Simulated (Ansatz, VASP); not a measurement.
## One calculation of Zr, two programs

```
Zr
1.0
     3.28048    0.00000    0.00000
    -1.64024    2.84098    0.00000
     0.00000    0.00000    5.30141
Zr
2
Direct
  0.33333 0.66667 0.25000
  0.66667 0.33333 0.75000
```

Change from the starting cell: strain +0.015 along x and y, +0.030 along z, atoms carried along.

Alike in both runs: task single point; functional PBEsol; k mesh 18 × 18 × 10; occupations gaussian, width 0.15 eV; no spin polarisation.

|  | VASP | Ansatz |
| --- | --- | --- |
| version | VASP 6.6.1 | Ansatz 0.2.0 |
| potentials or method | VASP PAW PBE potentials, release 64 (Zr_sv), cutoff 520 eV | scalar-relativistic, plane waves, PAW |
| valence electrons in the cell | 24 | 24 |

|  | VASP | Ansatz | Ansatz less VASP |
| --- | --- | --- | --- |
| gap on the k mesh at the Fermi level (eV) | none | none | - |
| pressure (GPa) | -8.0 | -8.1 | -0.04 |
| traceless stress, the component that is largest in VASP (GPa) | -0.70 | -0.70 | +0.001 |

VASP's potentials were made for PBE, not for PBEsol. A gap of «none» marks a metal or a gap that the smearing closes.
